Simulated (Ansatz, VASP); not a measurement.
**Zr: VASP beside Ansatz**

```
Zr
1.0
     3.25340    0.00000    0.00000
    -1.62670    2.81753    0.00000
     0.00000    0.00000    5.18109
Zr
2
Direct
  0.66667 0.33333 0.75000
  0.33333 0.66667 0.25000
```

Change from the starting cell: volume scaled by 1.02.

Alike in both runs: task single point; functional LDA; k mesh 9 × 9 × 5; occupations fermi-dirac, width 0.05 eV; no spin polarisation.

|  | VASP | Ansatz |
| --- | --- | --- |
| version | VASP 6.6.1 | Ansatz 0.2.0 |
| potentials or method | VASP PAW LDA potentials, release 64 (Zr_sv), cutoff 520 eV | all-electron LAPW, scalar-relativistic |

```csv
,VASP,Ansatz,Ansatz less VASP
gap on the k mesh at the Fermi level (eV),none,none,-
pressure (GPa),-7.6,-7.7,-0.06
"traceless stress, the component that is largest in VASP (GPa)",0.48,0.46,-0.018
```

LDA's correlation is that of Perdew and Zunger in VASP and of Perdew and Wang (1992) in Ansatz. A gap of «none» marks a metal or a gap that the smearing closes. Ansatz ran all-electron here, and VASP with PAW potentials.
